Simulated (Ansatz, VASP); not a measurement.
Two plane-wave programs on LiIn4

INCAR

```
ALGO = Normal
EDIFF = 1E-6
ENCUT = 750
GGA = PE
GGA_COMPAT = F
ISIF = 2
ISMEAR = 0
LASPH = T
LCHARG = T
LELF = T
LREAL = F
LVHAR = T
LWAVE = F
NBANDS = 36
NELM = 120
PREC = Accurate
SIGMA = 0.1
```

Contents of KPOINTS:

```
k-points
0
Gamma
  6 6 2
```

The input POSCAR:

```
LiIn4
1.0
    3.3852718000      0.0000000000      0.0000000000
   -1.6926359000      2.9317314000      0.0000000000
    0.0000000000      0.0000000000     12.7415622000
Li In
1 4
Direct
    0.0000000000      0.0000000000      0.5000000000
    0.3333333000      0.6666667000      0.8930390000
    0.6666667000      0.3333333000      0.1069610000
    0.3333333000      0.6666667000      0.3188020000
    0.6666667000      0.3333333000      0.6811980000
```

Input for Ansatz:

```yaml
crystal:
  lattice:
    - [3.3852718, 0.0, 0.0]
    - [-1.6926359, 2.9317314, 0.0]
    - [0.0, 0.0, 12.7415622]
  atoms:
    - { symbol: Li, position: [0.0, 0.0, 0.5] }
    - { symbol: In, position: [0.3333333, 0.6666667, 0.893039] }
    - { symbol: In, position: [0.6666667, 0.3333333, 0.106961] }
    - { symbol: In, position: [0.3333333, 0.6666667, 0.318802] }
    - { symbol: In, position: [0.6666667, 0.3333333, 0.681198] }
basis:
  ecutwfc: 420
kpoints:
  mp_grid: { grid: [6, 6, 2] }
hamiltonian:
  xc: pbe
scf:
  occupations: { method: gaussian, width: 0.1 }
  lower_state_search: "off"
output:
  forces: true
  stress: true
  eigenvalues: true
```

Alike in both runs: task single point; functional PBE; k mesh 6 × 6 × 2; occupations gaussian, width 0.1 eV; no spin polarisation.

|  | VASP | Ansatz |
| --- | --- | --- |
| version | VASP 6.6.1 | Ansatz 0.2.0 |
| potentials or method | VASP PAW PBE potentials, release 64 (Li_sv, In_d), cutoff 750 eV | scalar-relativistic, plane waves, PAW |
| valence electrons in the cell | 55 | 55 |

```tsv
	VASP	Ansatz	Ansatz less VASP
gap on the k mesh at the Fermi level (eV)	none	none	-
pressure (GPa)	0.0	0.0	+0.01
rms of the force components (eV/Å)	0.051	0.051	-0.0006
```

Atom by atom the forces differ by 0.001 eV/Å (rms over components). A gap of «none» marks a metal or a gap that the smearing closes.
